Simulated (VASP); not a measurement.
# Cd2Se3S (R-3m) in VASP: further runs

The runs below take Cd2Se3S through single point, relaxation of cell and atoms, with PBE.

All numbers are computed with VASP 6.6.1; they aren't measurements. Logs are shortened: lines on timing, memory, paths and dates and some standing lists are left out, and cuts for length are marked.

### Step 1. The cell of the first run

The structure is trigonal, space group R-3m (No. 166). The conventional cell has a = 6.464 Å, b = 6.464 Å, c = 13.269 Å, α = 90.00°, β = 90.00°, γ = 120.00°. Within 3.2 Å of Cd (site symmetry 3m) lie 1 S at 2.44 Å and 3 Se at 2.72 Å. Within 3.6 Å of Se (site symmetry 2/m) lie 2 Cd at 2.72 Å and 4 Se at 3.23 Å and 2 S at 3.23 Å. S (site symmetry -3m) has 2 Cd at 2.44 Å and 6 Se at 3.23 Å within 3.3 Å.

The cell was built from a structure type or drawn by symmetry, and may not be a known phase.

### Step 2. Single point, PBE

File INCAR:

```
SYSTEM = Cd2Se3S
ALGO     = Normal         ! electronic algorithm
EDIFF    = 1E-7           ! SCF threshold, eV
ENCUT    = 520            ! plane-wave cutoff, eV
GGA      = PE             ! functional
ISIF     = 2              ! what is computed and relaxed
ISMEAR   = 0              ! smearing method
LASPH    = .True.         ! aspherical terms in the spheres
LCHARG   = .False.        ! write CHGCAR
LREAL    = .False.        ! projectors in reciprocal space
LWAVE    = .False.        ! write WAVECAR
NBANDS   = 33             ! bands
NELM     = 60             ! most SCF steps
PREC     = Accurate       ! precision mode
SIGMA    = 0.1            ! smearing width, eV
```

File KPOINTS:

```
k-points
0
Gamma
  3 3 3
  0 0 0
```

File POSCAR:

```
Cd2Se3S
1.0
    3.2320477575      1.8660236446      4.4228568454
   -3.2320477575      1.8660236446      4.4228568454
    0.0000000000     -3.7320472838      4.4228568477
Cd Se S
2 3 1
Direct
    0.8161493257      0.8161493257      0.8161493257
    0.1838506743      0.1838506743      0.1838506743
    0.5000000000      0.5000000000      0.0000000000
    0.0000000000      0.5000000000      0.5000000000
    0.5000000000      0.0000000000      0.5000000000
    0.0000000000      0.0000000000      0.0000000000
```

Potentials or basis: VASP PAW PBE potentials, release 64 (Cd, Se, S).

Command:

```
> cat potpaw_PBE.64/Cd/POTCAR potpaw_PBE.64/Se/POTCAR potpaw_PBE.64/S/POTCAR > POTCAR
> mpirun -np 1 vasp_std > vasp.out
```

OUTCAR:

```text
SYSTEM = Cd2Se3S
   EDIFF = 1E-7
   ENCUT = 520
   GGA = PE
   ISIF = 2
   ISMEAR = 0
   LASPH = .True.
   LREAL = .False.
   NELM = 60
   PREC = Accurate

 ion  position               nearest neighbor table
   1  0.816  0.816  0.816-   6 2.44   3 2.72   5 2.72   4 2.72   2 3.76   2 3.76   2 3.76
   2  0.184  0.184  0.184-   6 2.44   3 2.72   5 2.72   4 2.72   1 3.76   1 3.76   1 3.76
   3  0.500  0.500  0.000-   1 2.72   2 2.72
   4  0.000  0.500  0.500-   1 2.72   2 2.72
   5  0.500  0.000  0.500-   1 2.72   2 2.72
   6  0.000  0.000  0.000-   1 2.44   2 2.44

  LATTYP: Found a trigonal (rhomboedric) cell.
 ALAT       =     5.7870406620
 COS(alpha) =     0.3761610791

  Lattice vectors:

 A1 = (   3.2320477575,   1.8660236446,   4.4228568454)
 A2 = (  -3.2320477575,   1.8660236446,   4.4228568454)
 A3 = (   0.0000000000,  -3.7320472838,   4.4228568477)

Analysis of symmetry for initial positions (statically):
=====================================================================
 Subroutine PRICEL returns:
 Original cell was already a primitive cell.

 Routine SETGRP: Setting up the symmetry group for a
 trigonal (rhombohedral) supercell.

 Subroutine GETGRP returns: Found 12 space group operations
 (whereof 12 operations were pure point group operations)
 out of a pool of 12 trial point group operations.

The static configuration has the point symmetry D_3d.

Analysis of symmetry for dynamics (positions and initial velocities):
=====================================================================
 Subroutine PRICEL returns:
 Original cell was already a primitive cell.

 Routine SETGRP: Setting up the symmetry group for a
 trigonal (rhombohedral) supercell.

 Subroutine GETGRP returns: Found 12 space group operations
 (whereof 12 operations were pure point group operations)
 out of a pool of 12 trial point group operations.

The dynamic configuration has the point symmetry D_3d.

 Subroutine INISYM returns: Found 12 space group operations
 (whereof 12 operations are pure point group operations),
 and found     1 'primitive' translations

----------------------------------------------------------------------------------------

                                     Primitive cell

  volume of cell :     160.0476

  direct lattice vectors                    reciprocal lattice vectors
     3.232047758  1.866023645  4.422856845     0.154700684  0.089316482  0.075366069
    -3.232047758  1.866023645  4.422856845    -0.154700684  0.089316482  0.075366069
     0.000000000 -3.732047284  4.422856848     0.000000000 -0.178632964  0.075366069

  length of vectors
     5.787040662  5.787040662  5.787040662     0.193880840  0.193880840  0.193880840

  position of ions in fractional coordinates (direct lattice)
     0.816149326  0.816149326  0.816149326
     0.183850674  0.183850674  0.183850674
     0.500000000  0.500000000  0.000000000
     1.000000000  0.500000000  0.500000000
     0.500000000  1.000000000  0.500000000
     0.000000000  0.000000000  0.000000000

  ion indices of the primitive-cell ions
   primitive index   ion index
                 1           1
                 2           2
                 3           3
                 4           4
                 5           5
                 6           6

----------------------------------------------------------------------------------------

 KPOINTS: k-points

Automatic generation of k-mesh.
 Grid dimensions read from file:
 generate k-points for:    3    3    3

 Generating k-lattice:

  Cartesian coordinates                     Fractional coordinates (reciprocal lattice)
     0.051566895  0.029772161  0.025122023     0.333333333 -0.000000000 -0.000000000
    -0.051566895  0.029772161  0.025122023    -0.000000000  0.333333333 -0.000000000
     0.000000000 -0.059544321  0.025122023     0.000000000  0.000000000  0.333333333

  Length of vectors
     0.064626947  0.064626947  0.064626947

  Shift w.r.t. Gamma in fractional coordinates (k-lattice)
     0.000000000  0.000000000  0.000000000

 Subroutine IBZKPT returns following result:
 ===========================================

 Found      6 irreducible k-points:

 Following reciprocal coordinates:
            Coordinates               Weight
  0.000000  0.000000  0.000000      1.000000
  0.333333  0.000000  0.000000      6.000000
  0.333333  0.333333  0.000000      6.000000
 -0.333333  0.333333  0.000000      6.000000
  0.333333  0.333333  0.333333      2.000000
 -0.333333  0.333333  0.333333      6.000000
   k-points           NKPTS =      6   k-points in BZ     NKDIM =      6   number of bands    NBANDS=     33
   number of dos      NEDOS =    301   number of ions     NIONS =      6
   total plane-waves  NPLWV = 110592
   dimension x,y,z NGX =    48 NGY =   48 NGZ =   48
   dimension x,y,z NGXF=    96 NGYF=   96 NGZF=   96
   ions per type =               2   3   1
   NGX,Y,Z   is equivalent  to a cutoff of  13.79, 13.79, 13.79 a.u.
   NGXF,Y,Z  is equivalent  to a cutoff of  27.58, 27.58, 27.58 a.u.
 SYSTEM =  Cd2Se3S
   PREC   = accura    normal or accurate (medium, high low for compatibility)
   ISTART =      0    job   : 0-new  1-cont  2-samecut
   ICHARG =      2    charge: 1-file 2-atom 10-const
   ISPIN  =      1    spin polarized calculation?
   LNONCOLLINEAR =      F non collinear calculations
   LSORBIT =      F    spin-orbit coupling
   LASPH  =      T    aspherical Exc in radial PAW
   ENCUT  =  520.0 eV  38.22 Ry    6.18 a.u.  10.76 10.76 10.76*2*pi/ulx,y,z
   NELM   =     60;   NELMIN=  2; NELMDL= -5     # of ELM steps
   EDIFF  = 0.1E-06   stopping-criterion for ELM
   LREAL  =      F    real-space projection
   EDIFFG = 0.1E-05   stopping-criterion for IOM
   NSW    =      0    number of steps for IOM
   IBRION =     -1    ionic relax: 0-MD 1-quasi-New 2-CG
   NFREE  =      0    steps in history (QN), initial steepest desc. (CG)
   ISIF   =      2    stress and relaxation
   ISYM   =      2    0-nonsym 1-usesym 2-fastsym
   POTIM  = 0.5000    time-step for ionic-motion
   TEBEG  =    0.0;   TEEND  =   0.0 temperature during run
   PSTRESS=    0.0 pullay stress
   NELECT =      48.0000    total number of electrons
   NUPDOWN=      -1.0000    fix difference up-down
   EMIN   =  10.00;   EMAX   =-10.00  energy-range for DOS
   EFERMI =   0.00;   METHOD = LEGACY
   ISMEAR =     0;   SIGMA  =   0.10  broadening in eV -4-tet -1-fermi 0-gaus
   EFERMI_NEDOS =   21; number of points for ismear=-14 and -15
   IALGO  =     38    algorithm
   IMIX   =      4    mixing-type and parameters
     AMIX     =   0.40;   BMIX     =  1.00
     AMIX_MAG =   1.60;   BMIX_MAG =  1.00
  volume/ion in A,a.u.               =      26.67       180.01
  Fermi-wavevector in a.u.,A,eV,Ry     =   1.095819  2.070798 16.338143  1.200820
  Thomas-Fermi vector in A             =   2.232150
   LORBIT       =      0    0 simple, 1 ext, 2 COOP (PROOUT), +10 PAW based schemes
   GGA     = PE    functional components
   LHFCALC =     F    Hartree Fock is set to
   AEXX    =    0.0000 exact exchange contribution
   IVDW    =     0    specifies the selected vdW correction
   LEPSILON=     F    determine dielectric tensor
   LRPA    =     F    only Hartree local field effects (RPA)
 non-spin polarized calculation
 Gauss-broadening in eV      SIGMA  =   0.10
  energy-cutoff  :      520.00
  volume of cell :      160.05
 maximum number of plane-waves:      4315
 NGX is ok and might be reduce to    48
   NGX = 21   NGY = 21   NGZ = 21

 number of electron      48.0000001 magnetization

 Free energy of the ion-electron system (eV)
  ---------------------------------------------------
  ext. energy  EPLUGINS =         0.00000000
  ---------------------------------------------------
  free energy    TOTEN  =       -14.45843604 eV

  energy without entropy =      -14.43873231  energy(sigma->0) =      -14.44858417

 E-fermi :   2.1109     XC(G=0):  -9.1357

 val. band max:        2.0354472942   @ k =  -0.3333   0.3333   0.0000
 cond. band min:       2.1576137987   @ k =   0.3333   0.3333   0.3333
 fundamental gap:      0.1221665045
 Fermi energy:         2.1108880968

 k-point     1 :       0.0000    0.0000    0.0000
  band No.  band energies     occupation
      1     -11.8114      2.00000
      2     -10.0677      2.00000
      3      -9.9077      2.00000
      4      -9.9077      2.00000
      5      -7.1073      2.00000
      6      -6.9022      2.00000
[... 25 lines left out ...]
     32       8.6249      0.00000
     33       9.3130      0.00000

 k-point     2 :       0.3333    0.0000    0.0000
  band No.  band energies     occupation
      1     -11.4491      2.00000
      2     -10.5544      2.00000
      3     -10.0152      2.00000
      4      -9.9526      2.00000
      5      -7.0230      2.00000
      6      -6.8401      2.00000
[... 25 lines left out ...]
     32       9.3134      0.00000
     33       9.3207      0.00000

 k-point     3 :       0.3333    0.3333    0.0000
  band No.  band energies     occupation
      1     -11.3708      2.00000
      2     -10.4712      2.00000
      3     -10.2145      2.00000
      4      -9.9482      2.00000
      5      -7.0145      2.00000
      6      -6.8584      2.00000
[... 25 lines left out ...]
     32       8.5132      0.00000
     33       9.3557      0.00000

 k-point     4 :      -0.3333    0.3333    0.0000
  band No.  band energies     occupation
      1     -10.9277      2.00000
      2     -10.7379      2.00000
      3     -10.6633      2.00000
      4      -9.7756      2.00000
      5      -7.0534      2.00000
      6      -6.8212      2.00000
[... 25 lines left out ...]
     32       8.7429      0.00000
     33       9.1205      0.00000

 k-point     5 :       0.3333    0.3333    0.3333
  band No.  band energies     occupation
      1     -11.5865      2.00000
      2     -10.3218      2.00000
      3      -9.9452      2.00000
      4      -9.9452      2.00000
      5      -7.0291      2.00000
      6      -6.8103      2.00000
[... 25 lines left out ...]
     32       7.3296      0.00000
     33       8.6900      0.00000

 k-point     6 :      -0.3333    0.3333    0.3333
  band No.  band energies     occupation
      1     -11.1997      2.00000
      2     -10.6938      2.00000
      3     -10.1587      2.00000
      4      -9.9681      2.00000
      5      -7.0888      2.00000
      6      -6.8331      2.00000
[... 25 lines left out ...]
     32       8.8868      0.00000
     33       9.0705      0.00000

------------------------ aborting loop because EDIFF is reached ----------------------------------------

  FORCE on cell =-STRESS in cart. coord.  units (eV):
  Direction    XX          YY          ZZ          XY          YZ          ZX
  --------------------------------------------------------------------------------------
  -------------------------------------------------------------------------------------
  Total        0.0767896      0.0767896      0.4817921      0.0000000      0.0000000     -0.0000000
  in kB        0.7687126      0.7687126      4.8230441      0.0000000      0.0000000     -0.0000000
  external PRESSURE =       2.1201564 kB  Pullay stress =       0.0000000 kB

 VOLUME and BASIS-vectors are now :
 -----------------------------------------------------------------------------
  energy-cutoff  :      520.00
  volume of cell :      160.05
      direct lattice vectors                 reciprocal lattice vectors
     3.232047758  1.866023645  4.422856845     0.154700684  0.089316482  0.075366069
    -3.232047758  1.866023645  4.422856845    -0.154700684  0.089316482  0.075366069
     0.000000000 -3.732047284  4.422856848     0.000000000 -0.178632964  0.075366069

 POSITION                                       TOTAL-FORCE (eV/Angst)
 -----------------------------------------------------------------------------------
      0.00000      0.00000     10.82913        -0.000000     -0.000000     -0.012585
      0.00000      0.00000      2.43944        -0.000000      0.000000      0.012585
      0.00000      1.86602      4.42286         0.000000     -0.000000      0.000000
     -1.61602     -0.93301      4.42286        -0.000000     -0.000000      0.000000
      1.61602     -0.93301      4.42286        -0.000000     -0.000000      0.000000
      0.00000      0.00000      0.00000         0.000000     -0.000000      0.000000
 -----------------------------------------------------------------------------------
    total drift:                                0.000000      0.000000     -0.000000

  FREE ENERGIE OF THE ION-ELECTRON SYSTEM (eV)
  ---------------------------------------------------
  free  energy   TOTEN  =       -14.4584360397 eV

  energy  without entropy=      -14.4387323080  energy(sigma->0) =      -14.44858417
```

It took 30 s on 1 thread of AMD EPYC 9R45 (Zen 5), shared host; peak memory 0.29 GiB.

What came out:

- Free energy: -14.4584 eV
- Pressure: 0.2 GPa
- Largest force: 0.013 eV/Å
- Band gap on the k mesh: zero (bands 24 and 25 overlap by 0.62 eV)

Forces in eV/Å, atoms in the order of the input:
```
Cd   0.000  0.000 -0.013
Cd   0.000  0.000  0.013
Se   0.000  0.000  0.000
Se   0.000  0.000  0.000
Se   0.000  0.000  0.000
S    0.000  0.000  0.000
```

Caveat: the k points lie up to 0.41 Å⁻¹ apart, too coarse for converged energies and pressures of a metal; semilocal functionals underestimate gaps, so a narrow gap can read as zero.

(Continued in part 2 of 2.)
